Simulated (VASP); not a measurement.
# BP (Cmmm) in VASP: notebook, part 3 of 3

VASP 6.6.1.

**5. Relaxation of cell and atoms, PBE**

The input, INCAR:

```
SYSTEM = BP
ALGO = Normal
EDIFF = 1E-6
EDIFFG = -0.04
ENCUT = 600
GGA = PE
IBRION = 2
ISIF = 3
ISMEAR = 0
LASPH = .TRUE.
LCHARG = .FALSE.
LREAL = .FALSE.
LWAVE = .FALSE.
NELM = 60
NSW = 90
PREC = Accurate
SIGMA = 0.1
```

The input, KPOINTS:

```
k-points
0
G
  6 6 6
  0 0 0
```

The input, POSCAR:

```
BP
1.0
    1.5872410989     -4.8127864257      0.0000000000
    1.5872410989      4.8127864257      0.0000000000
    0.0000000000      0.0000000000      3.5646117679
B P
2 2
Direct
    0.7537888959      0.7537888959      0.5000000000
    0.2462111041      0.2462111041      0.5000000000
    0.8292792501      0.1707207499      0.0000000000
    0.1707207499      0.8292792501      0.0000000000
```

Potentials or basis: VASP PAW PBE potentials, release 64 (B, P).

Launch:

```console
> cat potpaw_PBE.64/B/POTCAR potpaw_PBE.64/P/POTCAR > POTCAR
> mpirun -np 1 vasp_std > vasp.out
```

OUTCAR:

```text
SYSTEM = BP
   EDIFF = 1E-6
   EDIFFG = -0.04
   ENCUT = 600
   GGA = PE
   IBRION = 2
   ISIF = 3
   ISMEAR = 0
   LASPH = .TRUE.
   LREAL = .FALSE.
   NELM = 60
   NSW = 90
   PREC = Accurate

 ion  position               nearest neighbor table
   1  0.754  0.754  0.500-   2 1.56   2 1.61   4 2.55   3 2.55   4 2.55   3 2.55
   2  0.246  0.246  0.500-   1 1.56   1 1.61   3 2.55   4 2.55   3 2.55   4 2.55
   3  0.829  0.171  0.000-   4 2.20   4 2.20   2 2.55   1 2.55   2 2.55   1 2.55
   4  0.171  0.829  0.000-   3 2.20   3 2.20   2 2.55   1 2.55   2 2.55   1 2.55

  LATTYP: Found a base centered orthorhombic cell.
 ALAT       =     3.1744821978
 B/A-ratio  =     3.0321709972
 C/A-ratio  =     1.1228954978

  Lattice vectors:

 A1 = (   1.5872410989,  -4.8127864257,   0.0000000000)
 A2 = (   1.5872410989,   4.8127864257,   0.0000000000)
 A3 = (   0.0000000000,   0.0000000000,   3.5646117679)

Analysis of symmetry for initial positions (statically):
=====================================================================
 Subroutine PRICEL returns:
 Original cell was already a primitive cell.

 Routine SETGRP: Setting up the symmetry group for a
 base centered orthorhombic supercell.

 Subroutine GETGRP returns: Found  8 space group operations
 (whereof  8 operations were pure point group operations)
 out of a pool of  8 trial point group operations.

The static configuration has the point symmetry D_2h.
[... 176 lines left out ...]
  external PRESSURE =      -2.2041473 kB  Pullay stress =       0.0000000 kB
[... 177 lines left out ...]
--------------------------------------- Ionic step        6  -------------------------------------------

 number of electron      15.9999998 magnetization

 Free energy of the ion-electron system (eV)
  ---------------------------------------------------
  ext. energy  EPLUGINS =         0.00000000
  ---------------------------------------------------
  free energy    TOTEN  =       -21.30236419 eV

  energy without entropy =      -21.29890308  energy(sigma->0) =      -21.30063363

 E-fermi :   6.2133     XC(G=0): -10.3961

 val. band max:        6.1332982893   @ k =   0.5000   0.1667   0.5000
 cond. band min:       6.2252368090   @ k =   0.5000   0.5000   0.5000
 fundamental gap:      0.0919385197
 Fermi energy:         6.2132880586

 k-point     1 :       0.0000    0.0000    0.0000
  band No.  band energies     occupation
      1      -8.8645      2.00000
      2      -3.7183      2.00000
      3      -2.6800      2.00000
      4       1.7205      2.00000
      5       2.0019      2.00000
      6       3.7194      2.00000
      7       5.6003      2.00000
      8       6.7516      0.00000
      9       6.7687      0.00000
     10       8.0147      0.00000
     11       8.0558      0.00000
     12       8.5621      0.00000
[... 331 lines left out ...]
 k-point    24 :       0.5000    0.3333    0.1667
  band No.  band energies     occupation
      1      -7.7433      2.00000
      2      -5.6953      2.00000
      3      -0.3065      2.00000
      4       0.8458      2.00000
      5       1.8267      2.00000
      6       2.3204      2.00000
      7       3.6478      2.00000
      8       5.4226      2.00000
      9       7.4487      0.00000
     10       9.3356      0.00000
     11       9.9143      0.00000
     12      10.2681      0.00000

 [... further k-points ...]
[... 5 lines left out ...]
  --------------------------------------------------------------------------------------
  -------------------------------------------------------------------------------------
  Total       -0.0234435      0.1474818     -0.1271372      0.0000000      0.0000000      0.0000000
  in kB       -0.6909722      4.3468746     -3.7472372      0.0000000      0.0000000      0.0000000
  external PRESSURE =      -0.0304449 kB  Pullay stress =       0.0000000 kB
[... 19 lines left out ...]
  FREE ENERGIE OF THE ION-ELECTRON SYSTEM (eV)
  ---------------------------------------------------
  free  energy   TOTEN  =       -21.3023641890 eV

  energy  without entropy=      -21.2989030763  energy(sigma->0) =      -21.30063363

 reached required accuracy - stopping structural energy minimisation
```

CONTCAR:

```text
BP
   1.00000000000000
     1.5888732546288526   -4.8349350314282011    0.0000000000000000
     1.5888732546288526    4.8349350314282011    0.0000000000000000
     0.0000000000000000    0.0000000000000000    3.5380337968788336
  B               P
     2     2
Direct
     0.7539773226018203    0.7539773226018203    0.5000000000000000
     0.2460226773981797    0.2460226773981797    0.5000000000000000
     0.8279510601062114    0.1720489398937884    1.0000000000000000
     0.1720489398937884    0.8279510601062114    0.0000000000000000

  0.00000000E+00  0.00000000E+00  0.00000000E+00
  0.00000000E+00  0.00000000E+00  0.00000000E+00
  0.00000000E+00  0.00000000E+00  0.00000000E+00
  0.00000000E+00  0.00000000E+00  0.00000000E+00
```

Run time: 99 s. Hardware: 1 thread of Intel Xeon Platinum 8559C (Emerald Rapids), shared host; peak memory 0.22 GiB.

What came out:

```
Free energy                            : -21.3024 eV
Relaxed volume                         : 13.59 Å³/atom
Relaxed cell                           : a = 5.089 Å, b = 5.089 Å, c = 3.538 Å, α = 90.00°, β = 90.00°, γ = 143.62°
Space group after relaxing (to 0.05 Å) : Cmmm (No. 65)
Energy gained by relaxing              : 1.1 meV/atom
Ionic steps                            : 6
Pressure after relaxing                : 0.0 GPa
Largest force after relaxing           : 0.038 eV/Å
Band gap on the k mesh                 : zero (band 8 reaches 7.61 eV, above the bottom of band 9 at 4.11 eV)
```

Forces on the atoms (eV/Å):
```
B    0.038  0.000  0.000
B   -0.038  0.000  0.000
P    0.000 -0.034  0.000
P    0.000  0.034  0.000
```

Stress tensor (GPa, compression positive):
```
-0.07  0.00  0.00
 0.00  0.43  0.00
 0.00  0.00 -0.37
```

Step by step:
```
step  energy change (eV)  largest force (eV/Å)  pressure (GPa)  volume (Å³)
   1              0.0000                0.2155           -0.22        54.46
   2             -0.0025                0.2275            0.20        54.31
   3             -0.0026                0.1712            0.12        54.34
   4             -0.0020                0.3413           -0.01        54.33
   5             -0.0034                0.0499            0.05        54.33
   6             -0.0044                0.0384            0.00        54.36
```

Final structure:
```yaml
crystal:
  lattice:
    - [1.58887, -4.83494, 0.00000]
    - [1.58887, 4.83494, 0.00000]
    - [0.00000, 0.00000, 3.53803]
  atoms:
    - { symbol: B, position: [0.75398, 0.75398, 0.50000] }
    - { symbol: B, position: [0.24602, 0.24602, 0.50000] }
    - { symbol: P, position: [0.82795, 0.17205, 0.00000] }
    - { symbol: P, position: [0.17205, 0.82795, 0.00000] }
```

Levels at points of the mesh, in eV from the Fermi level:
| k point | band 4 | band 5 | band 6 | band 7 | band 8 | band 9 | band 10 | band 11 | band 12 |
| --- | --- | --- | --- | --- | --- | --- | --- | --- | --- |
| (0.00, 0.00, 0.00) | -4.49 | -4.21 | -2.49 | -0.61 | 0.54 | 0.56 | 1.80 | 1.84 | 2.35 |
| (0.50, 0.00, 0.00) | -8.25 | -4.16 | -2.73 | -1.70 | 0.06 | 0.77 | 1.83 | 2.42 | 3.33 |
| (0.50, 0.50, 0.00) | -4.07 | -3.73 | -3.21 | -2.69 | -2.40 | 1.88 | 2.11 | 3.38 | 4.47 |
| (0.00, 0.00, 0.50) | -6.41 | -4.77 | -4.26 | -3.53 | -2.10 | 2.75 | 2.85 | 4.01 | 5.18 |
| (0.50, 0.00, 0.50) | -7.48 | -5.83 | -4.37 | -4.02 | -1.69 | -0.59 | 1.21 | 1.24 | 2.80 |
| (0.50, 0.50, 0.50) | -7.04 | -4.22 | -2.30 | -1.16 | 0.01 | 0.82 | 2.48 | 3.09 | 4.54 |

**6. Single point, PBE**

This run uses another cell than the first one, of 13.37 Å³/atom, 0.982 times its volume.

The input, INCAR:

```
SYSTEM = BP
PREC = Accurate
ENCUT = 520
EDIFF = 1E-7
ISMEAR = 0
SIGMA = 0.1
LREAL = .False.
LASPH = .True.
NELM = 100
ALGO = Normal
ISIF = 2
LWAVE = .False.
LCHARG = .False.
GGA = PE
NBANDS = 16
```

The input, KPOINTS:

```
regular mesh
0
Gamma
  16 16 14
  0 0 0
```

The input, POSCAR:

```
BP
1.0
    1.5944656916     -4.7584956379      0.0000000000
    1.5944656916      4.7584956379      0.0000000000
    0.0000000000      0.0000000000      3.5236470861
B P
2 2
Direct
    0.7537228605      0.7537228605      0.5000000000
    0.2462771395      0.2462771395      0.5000000000
    0.8296205088      0.1703794912      0.0000000000
    0.1703794912      0.8296205088      0.0000000000
```

Potentials or basis: VASP PAW PBE potentials, release 64 (B, P).

Launch:

```console
> cat potpaw_PBE.64/B/POTCAR potpaw_PBE.64/P/POTCAR > POTCAR
> mpirun -np 1 vasp_std > vasp.out
```

It took 8 min on 1 thread of Intel Xeon Platinum 8559C (Emerald Rapids), shared host; peak memory 0.51 GiB.

Results (log left out):

```
Free energy            : -21.2802 eV
Pressure               : -0.2 GPa
Largest force          : 0.053 eV/Å
Band gap on the k mesh : zero (band 8 reaches 7.96 eV, above the bottom of band 9 at 4.38 eV)
```

Forces on the atoms (eV/Å):
```
B   -0.006  0.000  0.000
B    0.006  0.000  0.000
P    0.000  0.053  0.000
P    0.000 -0.053  0.000
```

Stress tensor (GPa, compression positive):
```
-0.24  0.00  0.00
 0.00 -0.29  0.00
 0.00  0.00 -0.02
```

Levels at points of the mesh, in eV from the Fermi level:
```
           k point  band 5  band 6  band 7  band 8  band 9  band 10  band 11  band 12
(0.00, 0.00, 0.00)   -4.36   -2.54   -0.68    0.62    0.70     1.51     1.81     2.33
(0.50, 0.00, 0.00)   -4.11   -2.69   -1.91    0.02    0.74     1.74     2.45     3.41
(0.50, 0.50, 0.00)   -3.64   -3.39   -2.79   -2.38    1.94     2.01     3.23     4.43
(0.00, 0.00, 0.50)   -4.87   -4.32   -3.41   -2.12    2.47     2.80     4.17     5.28
(0.50, 0.00, 0.50)   -5.98   -4.46   -4.16   -1.72   -0.59     1.25     1.29     2.90
(0.50, 0.50, 0.50)   -4.30   -2.36   -1.03    0.18    1.02     2.67     3.12     4.46
```

**7. The runs side by side**

| task | cell | k mesh | cutoff (eV) | gap on the mesh (eV) | pressure (GPa) | relaxed volume (Å³/atom) | largest force (eV/Å) |
| --- | --- | --- | --- | --- | --- | --- | --- |
| single point | a = 5.068, b = 5.068, c = 3.565 Å, angles 90.0, 90.0, 143.5°, 4 atoms | 6 × 6 × 4 | 520 | none | -0.2 | - | 0.05 |
| single point | a = 5.105, b = 5.105, c = 3.521 Å, angles 90.0, 90.0, 143.7°, 4 atoms | 6 × 6 × 6 | 520 | none | -0.2 | - | 0.06 |
| relaxation of cell and atoms | relaxed from a = 3.522, b = 3.522, c = 4.581 Å, angles 90.0, 90.0, 113.0°, 4 atoms | 6 × 6 × 4 | 600 | none | 0.1 | 11.83 | 0.04 |
| relaxation of cell and atoms | relaxed from a = 5.068, b = 5.068, c = 3.565 Å, angles 90.0, 90.0, 143.5°, 4 atoms | 6 × 6 × 6 | 600 | none | 0.0 | 13.59 | 0.04 |
| single point | a = 5.019, b = 5.019, c = 3.524 Å, angles 90.0, 90.0, 143.0°, 4 atoms | 16 × 16 × 14 | 520 | none | -0.2 | - | 0.05 |

Alike in all rows: level PBE; potentials or basis VASP PAW PBE potentials, release 64 (B, P); no spin polarisation; smearing gaussian 0.1 eV.

Caveats: some runs use coarse meshes.

Absolute energies hang on the potentials; compare differences alone.
